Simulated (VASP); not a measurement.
# Te2Mo (P6_3/mmc) in VASP: notebook

The runs below take Te2Mo through single point, with BLYP+D3(BJ).

All numbers are computed with VASP 6.6.1; they aren't measurements. Logs are shortened: lines on timing, memory, paths and dates and some standing lists are left out, and cuts for length are marked.

**Experimental background.**

“Broadband infrared study of pressure-tunable Fano resonance and metallization transition in 2H-MoTe2”, 2022, pmc:9569381 quotes, for a bulk crystal of Te2Mo at 300 K: band gap 0.88 ± 0.05 eV (indirect).

The runs below are set against these values where they give the same quantity.

## 1. The cell of the first run

The structure is hexagonal, space group P6_3/mmc (No. 194). Conventional cell: a = 3.471 Å, b = 3.471 Å, c = 13.785 Å, α = 90.00°, β = 90.00°, γ = 120.00°. Within 3.5 Å of Te (site symmetry 3m) lie 3 Mo at 2.68 Å and 6 Te at 3.47 Å. Mo (site symmetry -6m2) has 6 Te at 2.68 Å and 6 Mo at 3.47 Å within 3.5 Å.

## 2. Single point, BLYP+D3(BJ)

File INCAR:

```
PREC = Accurate
ENCUT = 520
EDIFF = 1E-7
ISMEAR = -1
SIGMA = 0.05
LREAL = False
LASPH = True
NELM = 80
ALGO = Normal
ISIF = 2
LWAVE = False
LCHARG = False
GGA = B5
ALDAX = 1.0
AGGAX = 1.0
AGGAC = 1.0
ALDAC = 0.0
IVDW = 12
VDW_S6 = 1.0
VDW_S8 = 2.6996
VDW_A1 = 0.4298
VDW_A2 = 4.2359
NBANDS = 35
```

File KPOINTS:

```
Automatic mesh
0
Gamma
  9 9 2
```

File POSCAR:

```
Te2Mo
1.0
    3.4706509280      0.0000000000      0.0000000000
   -1.7353254640      3.0056718713      0.0000000000
    0.0000000000      0.0000000000     13.7847444167
Te Mo
4 2
Direct
    0.6666666667      0.3333333333      0.3790000000
    0.3333333333      0.6666666667      0.8790000000
    0.6666666667      0.3333333333      0.1210000000
    0.3333333333      0.6666666667      0.6210000000
    0.6666666667      0.3333333333      0.7500000000
    0.3333333333      0.6666666667      0.2500000000
```

Potentials or basis: VASP PAW PBE potentials, release 64 (Te, Mo_sv).

On the command line:

```sh
$ cat potpaw_PBE.64/Te/POTCAR potpaw_PBE.64/Mo_sv/POTCAR > POTCAR
$ mpirun -np 1 vasp_std > vasp.out
```

OUTCAR:

```text
PREC = Accurate
   ENCUT = 520
   EDIFF = 1E-7
   ISMEAR = -1
   LREAL = False
   LASPH = True
   NELM = 80
   ISIF = 2
   GGA = B5
   IVDW = 12
 IVDW          = 12

 ion  position               nearest neighbor table
   1  0.667  0.333  0.379-   6 2.68   6 2.68   6 2.68   3 3.56
   2  0.333  0.667  0.879-   5 2.68   5 2.68   5 2.68   4 3.56
   3  0.667  0.333  0.121-   6 2.68   6 2.68   6 2.68   1 3.56
   4  0.333  0.667  0.621-   5 2.68   5 2.68   5 2.68   2 3.56
   5  0.667  0.333  0.750-   2 2.68   4 2.68   2 2.68   4 2.68   2 2.68   4 2.68
   6  0.333  0.667  0.250-   1 2.68   3 2.68   1 2.68   3 2.68   1 2.68   3 2.68

  LATTYP: Found a hexagonal cell.
 ALAT       =     3.4706509280
 C/A-ratio  =     3.9718037632

  Lattice vectors:

 A1 = (   3.4706509280,   0.0000000000,   0.0000000000)
 A2 = (  -1.7353254640,   3.0056718713,   0.0000000000)
 A3 = (   0.0000000000,   0.0000000000,  13.7847444167)

Analysis of symmetry for initial positions (statically):
=====================================================================
 Subroutine PRICEL returns:
 Original cell was already a primitive cell.

 Routine SETGRP: Setting up the symmetry group for a
 hexagonal supercell.

 Subroutine GETGRP returns: Found 24 space group operations
 (whereof 12 operations were pure point group operations)
 out of a pool of 24 trial point group operations.

The static configuration has the point symmetry D_3d.
 The point group associated with its full space group is D_6h.

Analysis of symmetry for dynamics (positions and initial velocities):
=====================================================================
 Subroutine PRICEL returns:
 Original cell was already a primitive cell.

 Routine SETGRP: Setting up the symmetry group for a
 hexagonal supercell.

 Subroutine GETGRP returns: Found 24 space group operations
 (whereof 12 operations were pure point group operations)
 out of a pool of 24 trial point group operations.

The dynamic configuration has the point symmetry D_3d.
 The point group associated with its full space group is D_6h.

 Subroutine INISYM returns: Found 24 space group operations
 (whereof 12 operations are pure point group operations),
 and found     1 'primitive' translations

----------------------------------------------------------------------------------------

                                     Primitive cell

  volume of cell :     143.7975

  direct lattice vectors                    reciprocal lattice vectors
[... 96 lines left out ...]
   EDIFFG = 0.1E-05   stopping-criterion for IOM
   NSW    =      0    number of steps for IOM
   IBRION =     -1    ionic relax: 0-MD 1-quasi-New 2-CG
   NFREE  =      0    steps in history (QN), initial steepest desc. (CG)
   ISIF   =      2    stress and relaxation
   ISYM   =      2    0-nonsym 1-usesym 2-fastsym
   POTIM  = 0.5000    time-step for ionic-motion
   TEBEG  =    0.0;   TEEND  =   0.0 temperature during run
   PSTRESS=    0.0 pullay stress
   NELECT =      52.0000    total number of electrons
   NUPDOWN=      -1.0000    fix difference up-down
   EMIN   =  10.00;   EMAX   =-10.00  energy-range for DOS
   EFERMI =   0.00;   METHOD = LEGACY
   ISMEAR =    -1;   SIGMA  =   0.05  broadening in eV -4-tet -1-fermi 0-gaus
   EFERMI_NEDOS =   21; number of points for ismear=-14 and -15
   IALGO  =     38    algorithm
   IMIX   =      4    mixing-type and parameters
     AMIX     =   0.40;   BMIX     =  1.00
     AMIX_MAG =   1.60;   BMIX_MAG =  1.00
  volume/ion in A,a.u.               =      23.97       161.73
  Fermi-wavevector in a.u.,A,eV,Ry     =   1.166341  2.204065 18.508703  1.360351
  Thomas-Fermi vector in A             =   2.302855
   LORBIT       =      0    0 simple, 1 ext, 2 COOP (PROOUT), +10 PAW based schemes
   GGA     = B5    functional components
   LHFCALC =     F    Hartree Fock is set to
   AEXX    =    0.0000 exact exchange contribution
   IVDW    =    12    specifies the selected vdW correction
   LEPSILON=     F    determine dielectric tensor
   LRPA    =     F    only Hartree local field effects (RPA)
 non-spin polarized calculation
  energy-cutoff  :      520.00
  volume of cell :      143.80
 maximum number of plane-waves:      3915
 NGX is ok and might be reduce to    28
   NGX = 13   NGY = 13   NGZ = 51

 number of electron      51.9999998 magnetization

 Free energy of the ion-electron system (eV)
  ---------------------------------------------------
  ext. energy  EPLUGINS =         0.00000000
  ---------------------------------------------------
  free energy    TOTEN  =       -29.58212213 eV

  energy without entropy =      -29.58209619  energy(sigma->0) =      -29.58210916

 E-fermi :   9.5743     XC(G=0):  -9.9938

 val. band max:        9.1978570369   @ k =   0.0000   0.0000   0.0000
 cond. band min:       9.9839518477   @ k =   0.2222   0.2222   0.0000
 fundamental gap:      0.7860948108
 Fermi energy:         9.5742891309

 k-point     1 :       0.0000    0.0000    0.0000
  band No.  band energies     occupation
      1     -51.4067      2.00000
      2     -51.4067      2.00000
      3     -25.7365      2.00000
      4     -25.7365      2.00000
      5     -25.5846      2.00000
      6     -25.5846      2.00000
[... 901 lines left out ...]
     34      12.9969      0.00000
     35      14.4092      0.00000

------------------------ aborting loop because EDIFF is reached ----------------------------------------

 Edisp (eV)   -7.86151

 E8    (eV) :    -5.9296

  FORCE on cell =-STRESS in cart. coord.  units (eV):
  Direction    XX          YY          ZZ          XY          YZ          ZX
  --------------------------------------------------------------------------------------
  -------------------------------------------------------------------------------------
  Total       5.27217     5.27217     5.63259     0.00000     0.00000     0.00000
  in kB      58.74200    58.74200    62.75780     0.00000     0.00000     0.00000
  external pressure =       60.08 kB  Pullay stress =        0.00 kB

 VOLUME and BASIS-vectors are now :
 -----------------------------------------------------------------------------
  energy-cutoff  :      520.00
  volume of cell :      143.80
      direct lattice vectors                 reciprocal lattice vectors
     3.470650928  0.000000000  0.000000000     0.288130388  0.166352157  0.000000000
    -1.735325464  3.005671871  0.000000000     0.000000000  0.332704315  0.000000000
     0.000000000  0.000000000 13.784744417     0.000000000  0.000000000  0.072543964

 POSITION                                       TOTAL-FORCE (eV/Angst)
 -----------------------------------------------------------------------------------
      1.73533      1.00189      5.22442         0.000000     -0.000000      1.102990
     -0.00000      2.00378     12.11679        -0.000000     -0.000000      1.102990
      1.73533      1.00189      1.66795        -0.000000     -0.000000     -1.102990
     -0.00000      2.00378      8.56033        -0.000000     -0.000000     -1.102990
      1.73533      1.00189     10.33856        -0.000000     -0.000000      0.000000
     -0.00000      2.00378      3.44619         0.000000      0.000000      0.000000
 -----------------------------------------------------------------------------------
    total drift:                               -0.000000      0.000000     -0.000000

  FREE ENERGIE OF THE ION-ELECTRON SYSTEM (eV)
  ---------------------------------------------------
  free  energy   TOTEN  =       -37.4436316124 eV

  energy  without entropy=      -37.4436056759  energy(sigma->0) =      -37.44361864
```

Run time: 2.3 min. Hardware: 1 thread of AMD EPYC 9R45 (Zen 5), shared host; peak memory 0.31 GiB.

Results:

| Item | Value |
| --- | --- |
| Free energy | -37.4436 eV |
| Pressure | 6.0 GPa |
| Largest force | 1.103 eV/Å |
| Band gap on the k mesh | 0.79 eV, indirect (least direct gap 1.10 eV) |
| Dispersion energy per atom | -1.310 eV |

Forces on the atoms (eV/Å):
```
Te   0.000  0.000  1.103
Te   0.000  0.000  1.103
Te   0.000  0.000 -1.103
Te   0.000  0.000 -1.103
Mo   0.000  0.000  0.000
Mo   0.000  0.000  0.000
```

Stress tensor (GPa, compression positive):
```
5.87 0.00 0.00
0.00 5.87 0.00
0.00 0.00 6.28
```

Levels at points of the mesh, in eV from the valence-band top:
| k point | band 23 | band 24 | band 25 | band 26 | band 27 | band 28 | band 29 | band 30 |
| --- | --- | --- | --- | --- | --- | --- | --- | --- |
| (0.00, 0.00, 0.00) | -1.11 | -1.11 | -0.30 | 0.00 | 2.99 | 2.99 | 3.13 | 3.13 |
| (0.00, 0.00, 0.50) | -1.13 | -1.13 | -0.08 | -0.08 | 3.03 | 3.03 | 3.03 | 3.03 |

Caveat: the PAW data sets were made with another functional, which shifts forces and pressure a little; spin-orbit coupling is left out, which moves the levels of the heavy elements. Expect the measured gap to be larger: semilocal functionals such as BLYP lack the derivative discontinuity.

## 3. Single point, BLYP+D3(BJ)

This run uses another cell than the first one, of 24.47 Å³/atom, 1.021 times its volume.

File INCAR:

```
PREC     = Accurate       # precision mode
ENCUT    = 520            # plane-wave cutoff, eV
EDIFF    = 1E-6           # SCF threshold, eV
ISMEAR   = -1             # smearing method
SIGMA    = 0.05           # smearing width, eV
LREAL    = F              # projectors in reciprocal space
LASPH    = T              # aspherical terms in the spheres
NELM     = 80             # most SCF steps
ALGO     = Normal         # electronic algorithm
ISIF     = 2              # what is computed and relaxed
LWAVE    = F              # write WAVECAR
LCHARG   = F              # write CHGCAR
GGA      = B5             # functional
ALDAX    = 1.0          
AGGAX    = 1.0          
AGGAC    = 1.0          
ALDAC    = 0.0          
IVDW     = 12             # dispersion correction
VDW_S6   = 1.0          
VDW_S8   = 2.6996       
VDW_A1   = 0.4298       
VDW_A2   = 4.2359       
NBANDS   = 35             # bands
```

KPOINTS is that of step 2.

Changes to POSCAR since step 2:

```diff
@@ -2,5 +2,5 @@
 1.0
-    3.4706509280      0.0000000000      0.0000000000
-   -1.7353254640      3.0056718713      0.0000000000
-    0.0000000000      0.0000000000     13.7847444167
+    3.4945872080      0.0000000000      0.0000000000
+   -1.7472936040      3.0264012979      0.0000000000
+    0.0000000000      0.0000000000     13.8798146239
 Te Mo
```

Potentials or basis: VASP PAW PBE potentials, release 64 (Te, Mo_sv).

On the command line:

```sh
$ cat potpaw_PBE.64/Te/POTCAR potpaw_PBE.64/Mo_sv/POTCAR > POTCAR
$ mpirun -np 1 vasp_std > vasp.out
```

Wall time 1.9 min (1 thread of AMD EPYC 9R45 (Zen 5), shared host); peak memory 0.3 GiB.

It converged, with:

```yaml
Free_energy: -37.5334 eV
Pressure: 3.6 GPa
Largest_force: 0.786 eV/Å
Band_gap_on_the_k_mesh: 0.80 eV, indirect (least direct gap 1.07 eV)
Dispersion_energy_per_atom: -1.284 eV
```

Forces in eV/Å, atoms in the order of the input:
```
Te   0.000  0.000  0.786
Te   0.000  0.000  0.786
Te   0.000  0.000 -0.786
Te   0.000  0.000 -0.786
Mo   0.000  0.000  0.000
Mo   0.000  0.000  0.000
```

Stress tensor (GPa, compression positive):
```
3.63 0.00 0.00
0.00 3.63 0.00
0.00 0.00 3.48
```

Levels at points of the mesh, in eV from the valence-band top:
```csv
k point,band 22,band 23,band 24,band 25,band 26,band 27,band 28,band 29,band 30,band 31
"(0.00, 0.00, 0.00)",-1.08,-1.07,-1.07,-0.31,0.00,2.92,2.92,3.05,3.05,3.15
"(0.00, 0.00, 0.50)",-1.09,-1.09,-1.09,-0.08,-0.08,2.96,2.96,2.96,2.96,3.31
```

Caveat: the PAW data sets were made with another functional, which shifts forces and pressure a little; spin-orbit coupling is left out, which moves the levels of the heavy elements.

## 4. Single point, BLYP+D3(BJ)

This run uses another cell than the first one, of 24.96 Å³/atom, 1.042 times its volume.

File INCAR:

```
SYSTEM = Te2Mo
  PREC = Accurate
  ENCUT = 520
  EDIFF = 1E-6
  ISMEAR = -1
  SIGMA = 0.05
  LREAL = .FALSE.
  LASPH = .TRUE.
  NELM = 80
  ALGO = Normal
  ISIF = 2
  LWAVE = .FALSE.
  LCHARG = .FALSE.
  GGA = B5
  ALDAX = 1.0
  AGGAX = 1.0
  AGGAC = 1.0
  ALDAC = 0.0
  IVDW = 12
  VDW_S6 = 1.0
  VDW_S8 = 2.6996
  VDW_A1 = 0.4298
  VDW_A2 = 4.2359
  NBANDS = 35
```

File KPOINTS:

```
regular mesh
0
G
  9 9 2
  0 0 0
```

Changes to POSCAR since step 3:

```diff
@@ -2,5 +2,5 @@
 1.0
-    3.4945872080      0.0000000000      0.0000000000
-   -1.7472936040      3.0264012979      0.0000000000
-    0.0000000000      0.0000000000     13.8798146239
+    3.5182000000      0.0000000000      0.0000000000
+   -1.7591000000      3.0468505756      0.0000000000
+    0.0000000000      0.0000000000     13.9736000000
 Te Mo
```

On the command line:

```sh
$ cat potpaw_PBE.64/Te/POTCAR potpaw_PBE.64/Mo_sv/POTCAR > POTCAR
$ mpirun -np 1 vasp_std > vasp.out
```

Run time: 1.8 min. Hardware: 1 thread of AMD EPYC 9R45 (Zen 5), shared host; peak memory 0.31 GiB.

The run converged. Its results:

```
Free energy                : -37.5805 eV
Pressure                   : 1.4 GPa
Largest force              : 0.493 eV/Å
Band gap on the k mesh     : 0.80 eV, indirect (least direct gap 1.04 eV)
Dispersion energy per atom : -1.258 eV
```

Forces in eV/Å, atoms in the order of the input:
```
Te   0.000  0.000  0.493
Te   0.000  0.000  0.493
Te   0.000  0.000 -0.493
Te   0.000  0.000 -0.493
Mo   0.000  0.000  0.000
Mo   0.000  0.000  0.000
```

Stress tensor (GPa, compression positive):
```
1.65 0.00 0.00
0.00 1.65 0.00
0.00 0.00 1.01
```

Levels at points of the mesh, in eV from the valence-band top:
```csv
k point,band 23,band 24,band 25,band 26,band 27,band 28,band 29,band 30
"(0.00, 0.00, 0.00)",-1.04,-1.01,-0.32,0.00,2.85,2.85,2.98,2.98
"(0.00, 0.00, 0.50)",-1.06,-1.06,-0.08,-0.08,2.88,2.88,2.88,2.88
```

Caveat: the PAW data sets were made with another functional, which shifts forces and pressure a little; spin-orbit coupling is left out, which moves the levels of the heavy elements.

## 5. Overview

```csv
cell,gap on the mesh (eV),pressure (GPa),largest force (eV/Å)
"a = 3.471, b = 3.471, c = 13.785 Å, angles 90.0, 90.0, 120.0°, 6 atoms",0.79,6.0,1.10
"a = 3.495, b = 3.495, c = 13.880 Å, angles 90.0, 90.0, 120.0°, 6 atoms",0.80,3.6,0.79
"a = 3.518, b = 3.518, c = 13.974 Å, angles 90.0, 90.0, 120.0°, 6 atoms",0.80,1.4,0.49
```

Alike in all rows: task single point; level BLYP+D3(BJ); potentials or basis VASP PAW PBE potentials, release 64 (Te, Mo_sv); no spin polarisation; k mesh 9 × 9 × 2; cutoff (eV) 520; smearing fermi-dirac 0.05 eV.

Caveats: the PAW data sets were made with another functional, which shifts forces and pressure a little; spin-orbit coupling is left out, which moves the levels of the heavy elements.

Total energies depend on the potentials used, so only differences within one code and one set of settings carry meaning.

## 6. How close it comes

Step 4. Against the measured gap of Te2Mo, 0.88 eV (indirect; 300 K; quoted in “Broadband infrared study of pressure-tunable Fano resonance and metallization transition in 2H-MoTe2”, 2022, pmc:9569381), the calculated 0.80 eV is off by -0.08 eV. Spin-orbit coupling on Mo, Te is left out. The value is that of BLYP+D3(BJ) on a finite k mesh, which can miss the band edges, without temperature or zero-point motion. Semilocal functionals fall short of measured gaps as a rule.
